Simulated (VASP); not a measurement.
# Bi in VASP: further runs

The runs below take Bi through single point, with PBEsol.

All numbers are computed with VASP 6.6.1; they aren't measurements. Logs are shortened: lines on timing, memory, paths and dates and some standing lists are left out, and cuts for length are marked.

## 1. The cell of the first run

The cell holds a slab with vacuum, 4 atoms: a = 3.491 Å, b = 3.491 Å, c = 23.405 Å, α = 90.00°, β = 90.00°, γ = 90.00°.

## 2. Single point, PBEsol

Input file INCAR:

```
PREC = Accurate
ENCUT = 520
EDIFF = 1E-7
ISMEAR = -1
SIGMA = 0.05
LREAL = F
LASPH = T
NELM = 100
ALGO = Normal
ISIF = 2
LWAVE = F
LCHARG = F
LDIPOL = T
IDIPOL = 3
DIPOL = 0.5 0.5 0.500
GGA = PS
NBANDS = 38
```

Input file KPOINTS:

```
Automatic mesh
0
Gamma
  11 11 1
```

Input file POSCAR:

```
Bi
1.0
    3.4905818625      0.0000000000      0.0000000000
    0.0000000000      3.4905818625      0.0000000000
    0.0000000000      0.0000000000     23.4046000000
Bi
4
Direct
    0.2500000000      0.2500000000      0.3418122438
    0.7500000000      0.7500000000      0.4472707475
    0.2500000000      0.2500000000      0.5527292518
    0.7500000000      0.7500000000      0.6581877562
```

Potentials or basis: VASP PAW PBE potentials, release 64 (Bi_d).

Command:

```
$ cat potpaw_PBE.64/Bi_d/POTCAR > POTCAR
$ mpirun -np 1 vasp_std > vasp.out
```

OUTCAR:

```text
PREC = Accurate
   ENCUT = 520
   EDIFF = 1E-7
   ISMEAR = -1
   LREAL = F
   LASPH = T
   NELM = 100
   ISIF = 2
   GGA = PS

 ion  position               nearest neighbor table
   1  0.250  0.250  0.342-   2 3.49   2 3.49   2 3.49   2 3.49
   2  0.750  0.750  0.447-   1 3.49   1 3.49   1 3.49   1 3.49   3 3.49   3 3.49   3 3.49   3 3.49

   3  0.250  0.250  0.553-   2 3.49   2 3.49   2 3.49   2 3.49   4 3.49   4 3.49   4 3.49   4 3.49

   4  0.750  0.750  0.658-   3 3.49   3 3.49   3 3.49   3 3.49

  LATTYP: Found a simple tetragonal cell.
 ALAT       =     3.4905818625
 C/A-ratio  =     6.7050712236

  Lattice vectors:

 A1 = (   3.4905818625,   0.0000000000,   0.0000000000)
 A2 = (   0.0000000000,   3.4905818625,   0.0000000000)
 A3 = (   0.0000000000,   0.0000000000,  23.4046000000)

Analysis of symmetry for initial positions (statically):
=====================================================================
 Subroutine PRICEL returns:
 Original cell was already a primitive cell.

 Routine SETGRP: Setting up the symmetry group for a
 simple tetragonal supercell.

 Subroutine GETGRP returns: Found 16 space group operations
 (whereof  4 operations were pure point group operations)
 out of a pool of 16 trial point group operations.

The static configuration has the point symmetry C_2h.
 The point group associated with its full space group is D_4h.

Analysis of symmetry for dynamics (positions and initial velocities):
=====================================================================
 Subroutine PRICEL returns:
 Original cell was already a primitive cell.

 Routine SETGRP: Setting up the symmetry group for a
 simple tetragonal supercell.

 Subroutine GETGRP returns: Found 16 space group operations
 (whereof  4 operations were pure point group operations)
 out of a pool of 16 trial point group operations.

The dynamic configuration has the point symmetry C_2h.
 The point group associated with its full space group is D_4h.

 Subroutine INISYM returns: Found 16 space group operations
 (whereof  4 operations are pure point group operations),
 and found     1 'primitive' translations

----------------------------------------------------------------------------------------

                                     Primitive cell

  volume of cell :     285.1654

  direct lattice vectors                    reciprocal lattice vectors
[... 92 lines left out ...]
   NFREE  =      0    steps in history (QN), initial steepest desc. (CG)
   ISIF   =      2    stress and relaxation
   ISYM   =      2    0-nonsym 1-usesym 2-fastsym
   POTIM  = 0.5000    time-step for ionic-motion
   TEBEG  =    0.0;   TEEND  =   0.0 temperature during run
   PSTRESS=    0.0 pullay stress
   NELECT =      60.0000    total number of electrons
   NUPDOWN=      -1.0000    fix difference up-down
   EMIN   =  10.00;   EMAX   =-10.00  energy-range for DOS
   EFERMI =   0.00;   METHOD = LEGACY
   ISMEAR =    -1;   SIGMA  =   0.05  broadening in eV -4-tet -1-fermi 0-gaus
   EFERMI_NEDOS =   21; number of points for ismear=-14 and -15
   IALGO  =     38    algorithm
   IMIX   =      4    mixing-type and parameters
     AMIX     =   0.40;   BMIX     =  1.00
     AMIX_MAG =   1.60;   BMIX_MAG =  1.00
  volume/ion in A,a.u.               =      71.29       481.10
  Fermi-wavevector in a.u.,A,eV,Ry     =   0.973703  1.840031 12.899637  0.948097
  Thomas-Fermi vector in A             =   2.104103
   LORBIT       =      0    0 simple, 1 ext, 2 COOP (PROOUT), +10 PAW based schemes
   GGA     = PS    functional components
   LHFCALC =     F    Hartree Fock is set to
   AEXX    =    0.0000 exact exchange contribution
   IVDW    =     0    specifies the selected vdW correction
   LEPSILON=     F    determine dielectric tensor
   LRPA    =     F    only Hartree local field effects (RPA)
 non-spin polarized calculation
  energy-cutoff  :      520.00
  volume of cell :      285.17
 maximum number of plane-waves:      7759
 NGX is ok and might be reduce to    28
   NGX = 13   NGY = 13   NGZ = 87

 dipolmoment           0.000000      0.000000     -0.000000 electrons x Angstroem

 number of electron      59.9999999 magnetization

 dipolmoment           0.000000      0.000000      0.000000 electrons x Angstroem

 Free energy of the ion-electron system (eV)
  ---------------------------------------------------
  ext. energy  EPLUGINS =         0.00000000
  ---------------------------------------------------
  free energy    TOTEN  =       -15.94878689 eV

  energy without entropy =      -15.92437906  energy(sigma->0) =      -15.93658298

 E-fermi :   1.0347     XC(G=0):  -5.1646

 val. band max:        1.0260252245   @ k =   0.4545   0.1818   0.0000
 cond. band min:       1.1390049815   @ k =   0.0909   0.0000   0.0000
 fundamental gap:      0.1129797571
 Fermi energy:         1.0347475482

 k-point     1 :       0.0000    0.0000    0.0000
  band No.  band energies     occupation
      1     -22.1020      2.00000
      2     -22.0587      2.00000
      3     -22.0350      2.00000
      4     -21.9950      2.00000
      5     -21.9950      2.00000
      6     -21.9826      2.00000
[... 850 lines left out ...]
     37       5.4152      0.00000
     38       5.6649      0.00000

------------------------ aborting loop because EDIFF is reached ----------------------------------------

 vacuum level on the upper side and lower side of the slab       (xc-potential included)        -0.069        -0.069

  FORCE on cell =-STRESS in cart. coord.  units (eV):
  Direction    XX          YY          ZZ          XY          YZ          ZX
  --------------------------------------------------------------------------------------
  -------------------------------------------------------------------------------------
  Total       -2.3688752     -2.3688752     -0.9551263      0.0000000      0.0000000      0.0000000
  in kB      -13.3093205    -13.3093205     -5.3662947      0.0000000      0.0000000      0.0000000
  external PRESSURE =     -10.6616452 kB  Pullay stress =       0.0000000 kB

 VOLUME and BASIS-vectors are now :
 -----------------------------------------------------------------------------
  energy-cutoff  :      520.00
  volume of cell :      285.17
      direct lattice vectors                 reciprocal lattice vectors
     3.490581863  0.000000000  0.000000000     0.286485188  0.000000000  0.000000000
     0.000000000  3.490581863  0.000000000     0.000000000  0.286485188  0.000000000
     0.000000000  0.000000000 23.404600000     0.000000000  0.000000000  0.042726643

 POSITION                                       TOTAL-FORCE (eV/Angst)
 -----------------------------------------------------------------------------------
      0.87265      0.87265      7.99998         0.000000     -0.000000      0.257424
      2.61794      2.61794     10.46819        -0.000000      0.000000     -0.413901
      0.87265      0.87265     12.93641        -0.000000     -0.000000      0.413901
      2.61794      2.61794     15.40462         0.000000      0.000000     -0.257424
 -----------------------------------------------------------------------------------
    total drift:                                0.000000      0.000000      0.000029

  FREE ENERGIE OF THE ION-ELECTRON SYSTEM (eV)
  ---------------------------------------------------
  free  energy   TOTEN  =       -15.9487868907 eV

  energy  without entropy=      -15.9243790648  energy(sigma->0) =      -15.93658298

 vacuum level on the upper side and lower side of the slab         5.133         5.133
```

OSZICAR:

```text
N       E                     dE             d eps       ncg     rms          rms(c)
DAV:   1     0.633141106509E+03    0.63314E+03   -0.30486E+04  1772   0.153E+03
DAV:   2     0.434815299256E+02   -0.58966E+03   -0.58114E+03  1700   0.420E+02
DAV:   3    -0.133746394568E+02   -0.56856E+02   -0.56077E+02  1860   0.166E+02
[... 14 lines left out ...]
DAV:  18    -0.159487813319E+02   -0.17210E-04   -0.10182E-06  1110   0.245E-03    0.246E-04
DAV:  19    -0.159487856205E+02   -0.42886E-05   -0.20258E-07  1172   0.151E-03    0.119E-04
DAV:  20    -0.159487866457E+02   -0.10252E-05   -0.38752E-08  1088   0.450E-04    0.450E-05
DAV:  21    -0.159487868354E+02   -0.18972E-06   -0.53221E-09  1132   0.315E-04    0.235E-05
DAV:  22    -0.159487868907E+02   -0.55209E-07   -0.17365E-09  1008   0.285E-04
   1 F= -.15948787E+02 E0= -.15936583E+02  d E =-.244078E-01
```

stdout:

```text
POSCAR found type information on POSCAR Bi
 POSCAR found :  1 types and       4 ions
 scaLAPACK will be used
 -----------------------------------------------------------------------------
|                                                                             |
|                                                                             |
|     You enforced a specific xc type in the INCAR file but a different       |
|     I HOPE YOU KNOW WHAT YOU ARE DOING!                                     |
|                                                                             |
 -----------------------------------------------------------------------------

 LDA part: xc-table for (Slater+PW92), standard interpolation
 POSCAR, INCAR and KPOINTS ok, starting setup
 FFT: planning ... GRIDC
 FFT: planning ... GRID_SOFT
 FFT: planning ... GRID
 WAVECAR not read
 entering main loop
```

It took 3.2 min on 1 thread of AMD EPYC 9R45 (Zen 5), shared host; peak memory 0.4 GiB.

Results:

```
Free energy            : -15.9488 eV
Largest force          : 0.414 eV/Å
Band gap on the k mesh : zero (bands 30 and 31 overlap by 3.00 eV)
```

Forces on the atoms (eV/Å):
```
Bi   0.000  0.000  0.257
Bi   0.000  0.000 -0.414
Bi   0.000  0.000  0.414
Bi   0.000  0.000 -0.257
```

Caveat: the PAW data sets were made with another functional, which shifts forces and pressure a little; spin-orbit coupling is left out, which moves the levels of the heavy elements.

## 3. Single point, PBEsol

Input file INCAR:

```
SYSTEM = Bi
PREC = Accurate
ENCUT = 520
EDIFF = 1E-7
ISMEAR = -1
SIGMA = 0.05
LREAL = .False.
LASPH = .True.
NELM = 100
ALGO = Normal
ISIF = 2
LWAVE = .False.
LCHARG = .True.
LDIPOL = .True.
IDIPOL = 3
DIPOL = 0.5 0.5 0.500
GGA = PS
LELF = .True.
LVHAR = .True.
LVACPOTAV = .True.
NBANDS = 38
```

Input file KPOINTS:

```
regular mesh
0
Gamma
  11 11 1
  0 0 0
```

POSCAR is that of step 2.

Potentials or basis: VASP PAW PBE potentials, release 64 (Bi_d).

Command:

```
$ cat potpaw_PBE.64/Bi_d/POTCAR > POTCAR
$ mpirun -np 1 vasp_std > vasp.out
```

Wall time 3.4 min (1 thread of AMD EPYC 9R45 (Zen 5), shared host); peak memory 0.39 GiB.

Results (log left out):

| Item | Value |
| --- | --- |
| Free energy | -15.9488 eV |
| Largest force | 0.414 eV/Å |
| Band gap on the k mesh | zero (bands 30 and 31 overlap by 3.00 eV) |

Forces on the atoms (eV/Å):
```
Bi   0.000  0.000  0.257
Bi   0.000  0.000 -0.414
Bi   0.000  0.000  0.414
Bi   0.000  0.000 -0.257
```

Levels at points of the mesh, in eV from the Fermi level:
```tsv
k point	band 28	band 29	band 30	band 31	band 32	band 33
(0.00, 0.00, 0.00)	0.76	0.76	1.89	1.89	2.71	3.33
```

Caveat: the PAW data sets were made with another functional, which shifts forces and pressure a little; spin-orbit coupling is left out, which moves the levels of the heavy elements.

## 4. Single point, PBEsol

Input file INCAR:

```
PREC     = Accurate       # precision mode
ENCUT    = 520            # plane-wave cutoff, eV
EDIFF    = 1E-7           # SCF threshold, eV
ISMEAR   = -1             # smearing method
SIGMA    = 0.05           # smearing width, eV
LREAL    = F              # projectors in reciprocal space
LASPH    = T              # aspherical terms in the spheres
NELM     = 60             # most SCF steps
ALGO     = Normal         # electronic algorithm
ISIF     = 2              # what is computed and relaxed
LWAVE    = F              # write WAVECAR
LCHARG   = F              # write CHGCAR
LDIPOL   = T            
IDIPOL   = 3            
DIPOL    = 0.5 0.5 0.500
GGA      = PS             # functional
NBANDS   = 38             # bands
```

Input file KPOINTS:

```
regular mesh
0
Gamma
  11 11 1
```

Input file POSCAR:

```
Bi
1.0
    3.4905818625      0.0000000000      0.0000000000
    0.0000000000      3.4905818625      0.0000000000
    0.0000000000      0.0000000000     23.4046000000
Bi
4
Direct
    0.2500000000      0.2500000000      0.3502293045
    0.7500000000      0.7500000000      0.4459164287
    0.2500000000      0.2500000000      0.5540835696
    0.7500000000      0.7500000000      0.6497706965
```

Command:

```
$ cat potpaw_PBE.64/Bi_d/POTCAR > POTCAR
$ mpirun -np 1 vasp_std > vasp.out
```

It took 3.5 min on 1 thread of AMD EPYC 9R45 (Zen 5), shared host; peak memory 0.41 GiB.

The run converged. Its results:

```yaml
Free_energy: -16.0145 eV
Largest_force: 0.009 eV/Å
Band_gap_on_the_k_mesh: zero (bands 30 and 31 overlap by 2.51 eV)
```

Forces in eV/Å, atoms in the order of the input:
```
Bi   0.000  0.000 -0.008
Bi   0.000  0.000  0.009
Bi   0.000  0.000 -0.009
Bi   0.000  0.000  0.008
```

Levels at points of the mesh, in eV from the Fermi level:
```
           k point  band 25  band 26  band 27  band 28  band 29  band 30  band 31  band 32  band 33  band 34
(0.00, 0.00, 0.00)    -3.74    -1.74     0.45     0.45     0.57     1.36     1.36     2.84     3.47     3.47
```

Caveat: the PAW data sets were made with another functional, which shifts forces and pressure a little; spin-orbit coupling is left out, which moves the levels of the heavy elements.

## 5. Single point, PBEsol

Input file INCAR:

```
SYSTEM = Bi
  PREC = Accurate
  ENCUT = 520
  EDIFF = 1E-7
  ISMEAR = -1
  SIGMA = 0.05
  LREAL = .FALSE.
  LASPH = .TRUE.
  NELM = 100
  ALGO = Normal
  ISIF = 2
  LWAVE = .FALSE.
  LCHARG = .FALSE.
  LDIPOL = .TRUE.
  IDIPOL = 3
  DIPOL = 0.5 0.5 0.500
  GGA = PS
  NBANDS = 38
```

Input file KPOINTS:

```
regular mesh
0
G
  11 11 1
  0 0 0
```

POSCAR is that of step 4.

Command:

```
$ cat potpaw_PBE.64/Bi_d/POTCAR > POTCAR
$ mpirun -np 1 vasp_std > vasp.out
```

Wall time 3.5 min (1 thread of AMD EPYC 9R45 (Zen 5), shared host); peak memory 0.4 GiB.

The run converged. Its results:

| Item | Value |
| --- | --- |
| Free energy | -16.0145 eV |
| Largest force | 0.009 eV/Å |
| Band gap on the k mesh | zero (bands 30 and 31 overlap by 2.51 eV) |

Forces in eV/Å, atoms in the order of the input:
```
Bi   0.000  0.000 -0.008
Bi   0.000  0.000  0.009
Bi   0.000  0.000 -0.009
Bi   0.000  0.000  0.008
```

Levels at points of the mesh, in eV from the Fermi level:
```
           k point  band 25  band 26  band 27  band 28  band 29  band 30  band 31  band 32  band 33  band 34
(0.00, 0.00, 0.00)    -3.74    -1.74     0.45     0.45     0.57     1.36     1.36     2.84     3.47     3.47
```

Caveat: the PAW data sets were made with another functional, which shifts forces and pressure a little; spin-orbit coupling is left out, which moves the levels of the heavy elements.

The gap in the log of VASP goes by the Fermi energy; the results here count the filled bands.